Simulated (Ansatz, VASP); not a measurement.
LiBr: VASP beside Ansatz

```
CELL_PARAMETERS angstrom
0.00000 2.75529 2.75529
2.75529 0.00000 2.75529
2.75529 2.75529 0.00000
ATOMIC_POSITIONS crystal
Li 0.00000 0.00000 0.00000
Br 0.50000 0.50000 0.50000
```

Alike in both runs: functional PBE; k mesh 8 × 8 × 8; occupations fermi-dirac, width 0.02 eV; no spin polarisation.

Ansatz relaxed the structure, and its values are those at the end. VASP's run is a single point on that final structure, the one shown.

```csv
,VASP,Ansatz
version,VASP 6.6.1,Ansatz 0.2.0
potentials or method,"VASP PAW PBE potentials, release 64 (Li_sv, Br), cutoff 750 eV","all-electron LAPW, scalar-relativistic"
```

|  | VASP | Ansatz | Ansatz less VASP |
| --- | --- | --- | --- |
| pressure (GPa) | 0.0 | 0.0 | +0.05 |

Ansatz ran all-electron here, and VASP with PAW potentials.
